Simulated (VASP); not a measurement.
**As: single point with PBE0**

As:

```
As
1.0
     1.86817    1.07859    3.49048
    -1.86817    1.07859    3.49048
     0.00000   -2.15718    3.49048
As
2
Cartesian
  0.0000 0.0000 2.3665
  0.0000 0.0000 8.1049
```

- Program: VASP 6.6.1
- Task: single point
- Functional: PBE0
- Potentials or basis: VASP PAW PBE potentials, release 64 (As_d)
- Cutoff: 400 eV
- k mesh: 4 × 4 × 4
- Occupations: fermi-dirac, width 0.05 eV
- Spin: no spin polarisation
- Dipole correction: no
- Grid for exact exchange (PRECFOCK): Normal
- Further INCAR settings: ALGO = Normal; EDIFF = 1e-06; NBANDS = 22
- Share of exact exchange: 0.25

```json
{"Pressure": "2.6 GPa", "Largest force": "0.050 eV/Å", "Band gap on the k mesh": "0.98 eV (least direct gap 1.13 eV)"}
```

Forces on the atoms (eV/Å):
```
As   0.000  0.000 -0.050
As   0.000  0.000  0.050
```

Stress tensor (GPa, compression positive):
```
3.66 0.00 0.00
0.00 3.66 0.00
0.00 0.00 0.49
```

Levels at points of the mesh, in eV from the valence-band top:
```
           k point  band 11  band 12  band 13  band 14  band 15  band 16  band 17  band 18  band 19  band 20
(0.00, 0.00, 0.00)   -16.72    -5.91    -2.66    -2.14    -2.14     3.06     4.56     4.56     8.59     8.59
(0.50, 0.00, 0.00)   -13.62   -12.25    -3.09    -3.00    -0.15     0.98     1.65     2.81    10.81    11.06
(0.50, 0.50, 0.00)   -13.54   -10.63    -6.59    -4.64    -4.54     2.72     7.51     8.93     9.57    12.68
(0.50, 0.50, 0.50)   -15.25   -11.03    -1.86    -1.86     0.00     2.09     2.09     3.15     9.85    12.48
```

It took 28 min on 1 thread of AMD EPYC 7R13 Processor (Zen 3), on a shared host, peak memory 0.13 GiB.

Caveat: the k points lie up to 0.51 Å⁻¹ apart; the PAW data sets were made with another functional, which shifts forces and pressure a little. A k mesh can miss the band edges.
